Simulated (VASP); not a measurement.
# ZrC (P1) in VASP: relaxation of cell and atoms with PBE

Aim: the relaxation of cell and atoms of ZrC with PBE.

Program: VASP 6.6.1. These are calculated values, not measurements. Logs are shortened: lines on timing, memory, paths and dates and some standing lists are left out, and cuts for length are marked.

### Step 1. The cell of the first run

The typed cell holds 8 atoms: a = 3.618 Å, b = 6.054 Å, c = 6.359 Å, α = 109.14°, β = 89.73°, γ = 89.80°.

### Step 2. Relaxation of cell and atoms, PBE

INCAR reads:

```
SYSTEM = ZrC
ALGO = Normal
EDIFF = 1E-6
EDIFFG = -0.025
ENCUT = 600
GGA = PE
IBRION = 2
ISIF = 3
ISMEAR = 0
LASPH = .TRUE.
LCHARG = .FALSE.
LREAL = .FALSE.
LWAVE = .FALSE.
NELM = 60
NSW = 80
PREC = Accurate
SIGMA = 0.1
```

KPOINTS reads:

```
k-points
0
G
  4 2 2
  0 0 0
```

POSCAR reads:

```
ZrC
1.0
   -2.5670686104      0.0014694903     -2.5490932461
   -2.4587645240     -4.9629298587      2.4437281403
   -2.6483747932      5.1496011473      2.6274604483
Zr C
4 4
Direct
    0.0020038103      0.7447902276      0.2350428572
    0.4722959147      0.2558439620      0.2597692129
    0.4809970258      0.7561969448      0.7622981138
    0.0074142849      0.2648172426      0.7423346498
    0.5042623079      0.8843643730      0.1046990998
    0.0554978451      0.3746994705      0.1421606877
    0.0249970496      0.8508615081      0.6265354392
    0.4525317617      0.3684262714      0.6271599396
```

Potentials or basis: VASP PAW PBE potentials, release 64 (Zr_sv, C).

The run is started by

```console
$ cat potpaw_PBE.64/Zr_sv/POTCAR potpaw_PBE.64/C/POTCAR > POTCAR
$ mpirun -np 1 vasp_std > vasp.out
```

OUTCAR:

```text
SYSTEM = ZrC
   EDIFF = 1E-6
   EDIFFG = -0.025
   ENCUT = 600
   GGA = PE
   IBRION = 2
   ISIF = 3
   ISMEAR = 0
   LASPH = .TRUE.
   LREAL = .FALSE.
   NELM = 60
   NSW = 80
   PREC = Accurate

 ion  position               nearest neighbor table
   1  0.002  0.745  0.235-   6 2.13   5 2.26   5 2.27   7 2.36   2 3.46   3 3.48   2 3.49   4 3.51
                             3 3.58   2 3.58   2 3.59   4 3.70   3 3.76   3 3.82
   2  0.472  0.256  0.260-   6 1.93   5 2.14   8 2.21   6 2.42   1 3.46   4 3.48   1 3.49   1 3.58
                             3 3.59   1 3.59   3 3.61   4 3.62   4 3.72   4 3.83
   3  0.481  0.756  0.762-   7 2.03   5 2.06   8 2.22   7 2.29   4 3.40   1 3.48   4 3.49   4 3.56
                             1 3.58   2 3.59   2 3.61   4 3.66   1 3.76   1 3.82
   4  0.007  0.265  0.742-   8 1.95   8 2.29   7 2.37   6 2.42   3 3.40   2 3.48   3 3.49   1 3.51
                             3 3.56   2 3.62   3 3.66   1 3.70   2 3.72   2 3.83
   5  0.504  0.884  0.105-   3 2.06   2 2.14   1 2.26   1 2.27
   6  0.055  0.375  0.142-   2 1.93   1 2.13   4 2.42   2 2.42
   7  0.025  0.851  0.627-   3 2.03   3 2.29   1 2.36   4 2.37
   8  0.453  0.368  0.627-   4 1.95   2 2.21   3 2.22   4 2.29

  LATTYP: Found a triclinic cell.
 ALAT       =     7.3011354188
 B/A-ratio  =     0.4954976400
 C/A-ratio  =     0.8291531471
 COS(alpha) =     0.0034352099
 COS(beta)  =     0.2873305385
 COS(gamma) =     0.4913904110

  Lattice vectors:

 A1 = (  -0.0813061828,   5.1481316570,   5.1765536944)
 A2 = (   2.5670686104,  -0.0014694903,   2.5490932461)
 A3 = (   2.4587645240,   4.9629298587,  -2.4437281403)

Analysis of symmetry for initial positions (statically):
=====================================================================
 Subroutine PRICEL returns:
 Original cell was already a primitive cell.

 Routine SETGRP: Setting up the symmetry group for a
 triclinic supercell.

 Subroutine GETGRP returns: Found  1 space group operations
 (whereof  1 operations were pure point group operations)
 out of a pool of  2 trial point group operations.

The static configuration has the point symmetry C_1 .

Analysis of symmetry for dynamics (positions and initial velocities):
=====================================================================
 Subroutine PRICEL returns:
 Original cell was already a primitive cell.

 Routine SETGRP: Setting up the symmetry group for a
 triclinic supercell.

 Subroutine GETGRP returns: Found  1 space group operations
 (whereof  1 operations were pure point group operations)
 out of a pool of  2 trial point group operations.

The dynamic configuration has the point symmetry C_1 .

 Subroutine INISYM returns: Found  1 space group operations
 (whereof  1 operations are pure point group operations),
 and found     1 'primitive' translations

----------------------------------------------------------------------------------------

                                     Primitive cell

  volume of cell :     131.5591

  direct lattice vectors                    reciprocal lattice vectors
    -2.567068610  0.001469490 -2.549093246    -0.194772699 -0.000088184 -0.196150238
    -2.458764524 -4.962929859  2.443728140    -0.099808158 -0.102583723  0.100452835
    -2.648374793  5.149601147  2.627460448    -0.096134566  0.095324724  0.096867427

  length of vectors
     3.617695370  6.053759410  6.358917316     0.276425990  0.174859545  0.166469084

  position of ions in fractional coordinates (direct lattice)
     0.002003810  0.744790228  0.235042857
     0.472295915  0.255843962  0.259769213
     0.480997026  0.756196945  0.762298114
     0.007414285  0.264817243  0.742334650
     0.504262308  0.884364373  0.104699100
     0.055497845  0.374699470  0.142160688
     0.024997050  0.850861508  0.626535439
     0.452531762  0.368426271  0.627159940

  ion indices of the primitive-cell ions
   primitive index   ion index
                 1           1
                 2           2
                 3           3
                 4           4
                 5           5
                 6           6
                 7           7
                 8           8

----------------------------------------------------------------------------------------

 KPOINTS: k-points

Automatic generation of k-mesh.
 Grid dimensions read from file:
 generate k-points for:    4    2    2

 Generating k-lattice:

  Cartesian coordinates                     Fractional coordinates (reciprocal lattice)
    -0.048693175 -0.000022046 -0.049037560     0.250000000 -0.000000000  0.000000000
    -0.049904079 -0.051291862  0.050226417     0.000000000  0.500000000  0.000000000
    -0.048067283  0.047662362  0.048433714     0.000000000 -0.000000000  0.500000000

  Length of vectors
     0.069106498  0.087429773  0.083234542

  Shift w.r.t. Gamma in fractional coordinates (k-lattice)
     0.000000000  0.000000000  0.000000000

 Subroutine IBZKPT returns following result:
 ===========================================

 Found     12 irreducible k-points:

 Following reciprocal coordinates:
            Coordinates               Weight
  0.000000  0.000000  0.000000      1.000000
  0.250000  0.000000  0.000000      2.000000
  0.500000  0.000000  0.000000      1.000000
  0.000000  0.500000  0.000000      1.000000
  0.250000  0.500000  0.000000      2.000000
  0.500000  0.500000  0.000000      1.000000
 -0.000000  0.000000  0.500000      1.000000
  0.250000  0.000000  0.500000      2.000000
  0.500000  0.000000  0.500000      1.000000
 -0.000000  0.500000  0.500000      1.000000
  0.250000  0.500000  0.500000      2.000000
  0.500000  0.500000  0.500000      1.000000
   k-points           NKPTS =     12   k-points in BZ     NKDIM =     12   number of bands    NBANDS=     38
   number of dos      NEDOS =    301   number of ions     NIONS =      8
   total plane-waves  NPLWV =  77760
   dimension x,y,z NGX =    30 NGY =   48 NGZ =   54
   dimension x,y,z NGXF=    60 NGYF=   96 NGZF=  108
   ions per type =               4   4
   NGX,Y,Z   is equivalent  to a cutoff of  13.79, 13.18, 14.12 a.u.
   NGXF,Y,Z  is equivalent  to a cutoff of  27.57, 26.36, 28.24 a.u.
 SYSTEM =  ZrC
   PREC   = accura    normal or accurate (medium, high low for compatibility)
   ISTART =      0    job   : 0-new  1-cont  2-samecut
   ICHARG =      2    charge: 1-file 2-atom 10-const
   ISPIN  =      1    spin polarized calculation?
   LNONCOLLINEAR =      F non collinear calculations
   LSORBIT =      F    spin-orbit coupling
   LASPH  =      T    aspherical Exc in radial PAW
   ENCUT  =  600.0 eV  44.10 Ry    6.64 a.u.   7.23 12.09 12.70*2*pi/ulx,y,z
   NELM   =     60;   NELMIN=  2; NELMDL= -5     # of ELM steps
   EDIFF  = 0.1E-05   stopping-criterion for ELM
   LREAL  =      F    real-space projection
   EDIFFG = -.3E-01   stopping-criterion for IOM
   NSW    =     80    number of steps for IOM
   IBRION =      2    ionic relax: 0-MD 1-quasi-New 2-CG
   NFREE  =      1    steps in history (QN), initial steepest desc. (CG)
   ISIF   =      3    stress and relaxation
   ISYM   =      2    0-nonsym 1-usesym 2-fastsym
   POTIM  = 0.5000    time-step for ionic-motion
   TEBEG  =    0.0;   TEEND  =   0.0 temperature during run
   PSTRESS=    0.0 pullay stress
   NELECT =      64.0000    total number of electrons
   NUPDOWN=      -1.0000    fix difference up-down
   EMIN   =  10.00;   EMAX   =-10.00  energy-range for DOS
   EFERMI =   0.00;   METHOD = LEGACY
   ISMEAR =     0;   SIGMA  =   0.10  broadening in eV -4-tet -1-fermi 0-gaus
   EFERMI_NEDOS =   21; number of points for ismear=-14 and -15
   IALGO  =     38    algorithm
   IMIX   =      4    mixing-type and parameters
     AMIX     =   0.40;   BMIX     =  1.00
     AMIX_MAG =   1.60;   BMIX_MAG =  1.00
  volume/ion in A,a.u.               =      16.44       110.98
  Fermi-wavevector in a.u.,A,eV,Ry     =   1.287541  2.433100 22.555228  1.657763
  Thomas-Fermi vector in A             =   2.419549
   LORBIT       =      0    0 simple, 1 ext, 2 COOP (PROOUT), +10 PAW based schemes
   GGA     = PE    functional components
   LHFCALC =     F    Hartree Fock is set to
   AEXX    =    0.0000 exact exchange contribution
   IVDW    =     0    specifies the selected vdW correction
   LEPSILON=     F    determine dielectric tensor
   LRPA    =     F    only Hartree local field effects (RPA)
 conjugate gradient relaxation of ions
 non-spin polarized calculation
 Gauss-broadening in eV      SIGMA  =   0.10
  energy-cutoff  :      600.00
  volume of cell :      131.56
 maximum number of plane-waves:      4410
 NGX is ok and might be reduce to    30
   NGX = 15   NGY = 25   NGZ = 25

--------------------------------------- Ionic step        1  -------------------------------------------

 number of electron      64.0000000 magnetization

 Free energy of the ion-electron system (eV)
  ---------------------------------------------------
  ext. energy  EPLUGINS =         0.00000000
  ---------------------------------------------------
  free energy    TOTEN  =       -71.31089991 eV

  energy without entropy =      -71.30989045  energy(sigma->0) =      -71.31039518

------------------------ aborting loop because EDIFF is reached ----------------------------------------

  FORCE on cell =-STRESS in cart. coord.  units (eV):
  Direction    XX          YY          ZZ          XY          YZ          ZX
  --------------------------------------------------------------------------------------
  -------------------------------------------------------------------------------------
  Total        3.9521406      5.2219615      3.9992781     -1.2916418     -2.9362526      2.4007375
  in kB       48.1306770     63.5950409     48.7047353    -15.7301068    -35.7588056     29.2370982
  external PRESSURE =      53.4768177 kB  Pullay stress =       0.0000000 kB
[... 107 lines left out ...]
  FREE ENERGIE OF THE ION-ELECTRON SYSTEM (eV)
  ---------------------------------------------------
  free  energy   TOTEN  =       -72.6119355749 eV

  energy  without entropy=      -72.6114325631  energy(sigma->0) =      -72.61168407

[... ionic steps 4 to 17 ...]

--------------------------------------- Ionic step       18  -------------------------------------------

 number of electron      64.0000001 magnetization

------------------------ aborting loop because EDIFF is reached ----------------------------------------

  FORCE on cell =-STRESS in cart. coord.  units (eV):
  Direction    XX          YY          ZZ          XY          YZ          ZX
  --------------------------------------------------------------------------------------
  -------------------------------------------------------------------------------------
  Total       -0.0429686      0.0389060     -0.0819088     -0.0283818      0.0074332      0.0008410
  in kB       -0.5225636      0.4731560     -0.9961360     -0.3451666      0.0903990      0.0102282
  external PRESSURE =      -0.3485145 kB  Pullay stress =       0.0000000 kB
[... 69 lines left out ...]
  energy  without entropy=      -73.0095996386  energy(sigma->0) =      -73.00961302

--------------------------------------- Ionic step       20  -------------------------------------------

 number of electron      64.0000000 magnetization

 Free energy of the ion-electron system (eV)
  ---------------------------------------------------
  ext. energy  EPLUGINS =         0.00000000
  ---------------------------------------------------
  free energy    TOTEN  =       -73.01002481 eV

  energy without entropy =      -73.00999408  energy(sigma->0) =      -73.01000945

 E-fermi :   6.8772     XC(G=0): -10.6881

 val. band max:        6.6345343390   @ k =   0.0000   0.0000   0.0000
 cond. band min:       7.1112477906   @ k =   0.0000   0.0000   0.0000
 fundamental gap:      0.4767134516
 Fermi energy:         6.8771860097

 k-point     1 :       0.0000    0.0000    0.0000
  band No.  band energies     occupation
      1     -41.3996      2.00000
      2     -41.3614      2.00000
      3     -41.3601      2.00000
      4     -41.3504      2.00000
      5     -19.7391      2.00000
      6     -19.7383      2.00000
[... 516 lines left out ...]
  FREE ENERGIE OF THE ION-ELECTRON SYSTEM (eV)
  ---------------------------------------------------
  free  energy   TOTEN  =       -73.0100248082 eV

  energy  without entropy=      -73.0099940847  energy(sigma->0) =      -73.01000945

 reached required accuracy - stopping structural energy minimisation
```

Run time: 8 min. Hardware: 1 thread of AMD EPYC 9R45 (Zen 5), shared host; peak memory 0.27 GiB.

Results:

| Quantity | Value |
| --- | --- |
| Free energy | -73.0100 eV |
| Relaxed volume | 16.46 Å³/atom |
| Relaxed cell | a = 3.571 Å, b = 6.281 Å, c = 6.278 Å, α = 110.80°, β = 90.01°, γ = 90.02° |
| Space group after relaxing (to 0.1 Å) | F-43m (No. 216) |
| Energy gained by relaxing | 212.4 meV/atom |
| Ionic steps | 20 |
| Pressure after relaxing | 0.1 GPa |
| Largest force after relaxing | 0.023 eV/Å |
| Band gap on the k mesh | 0.48 eV |

Forces on the atoms (eV/Å):
```
Zr   0.013 -0.003  0.016
Zr  -0.002 -0.001 -0.003
Zr  -0.019  0.010 -0.007
Zr  -0.002 -0.010 -0.004
C    0.015  0.006 -0.001
C   -0.005 -0.004  0.005
C    0.005 -0.002 -0.012
C   -0.005  0.004  0.008
```

The path:
| step | energy change (eV) | largest force (eV/Å) | pressure (GPa) | volume (Å³) |
| --- | --- | --- | --- | --- |
| 1 | 0.0000 | 4.6601 | 5.35 | 131.56 |
| 2 | -1.0149 | 1.8224 | -8.85 | 142.21 |
| 3 | -1.3010 | 1.3120 | -5.89 | 138.05 |
| 4 | -1.5794 | 0.6869 | 3.99 | 128.31 |
| 5 | -1.6100 | 0.7588 | 1.34 | 130.49 |
| 6 | -1.6611 | 0.3069 | -0.13 | 131.76 |
| 7 | -1.6611 | 0.3078 | -0.14 | 131.77 |
| 8 | -1.6780 | 0.2047 | -0.15 | 131.79 |
| 9 | -1.6843 | 0.2309 | -0.15 | 131.80 |
| 10 | -1.6915 | 0.1182 | 0.18 | 131.50 |
| 11 | -1.6922 | 0.1104 | 0.32 | 131.38 |
| 12 | -1.6950 | 0.0840 | -0.32 | 131.96 |
| 13 | -1.6950 | 0.0913 | -0.36 | 132.01 |
| 14 | -1.6971 | 0.0971 | 0.07 | 131.63 |
| 15 | -1.6972 | 0.0988 | 0.12 | 131.59 |
| 16 | -1.6981 | 0.0487 | 0.00 | 131.71 |
| 17 | -1.6981 | 0.0522 | -0.02 | 131.73 |
| 18 | -1.6986 | 0.0350 | -0.03 | 131.74 |
| 19 | -1.6987 | 0.0486 | -0.04 | 131.75 |
| 20 | -1.6991 | 0.0227 | 0.06 | 131.65 |

Final structure:
```yaml
crystal:
  lattice:
    - [-2.52444, 0.00097, -2.52641]
    - [-2.52392, -5.16783, 2.52382]
    - [-2.51826, 5.16955, 2.51967]
  atoms:
    - { symbol: Zr, position: [0.00164, 0.74974, 0.25023] }
    - { symbol: Zr, position: [0.50041, 0.24974, 0.25019] }
    - { symbol: Zr, position: [0.49878, 0.74968, 0.75009] }
    - { symbol: Zr, position: [0.99899, 0.24973, 0.75027] }
    - { symbol: C, position: [0.50201, 0.87536, 0.12482] }
    - { symbol: C, position: [0.00050, 0.37523, 0.12479] }
    - { symbol: C, position: [0.99865, 0.87536, 0.62494] }
    - { symbol: C, position: [0.49902, 0.37515, 0.62467] }
```

Caveat: the k points lie up to 0.54 Å⁻¹ apart in the final cell.
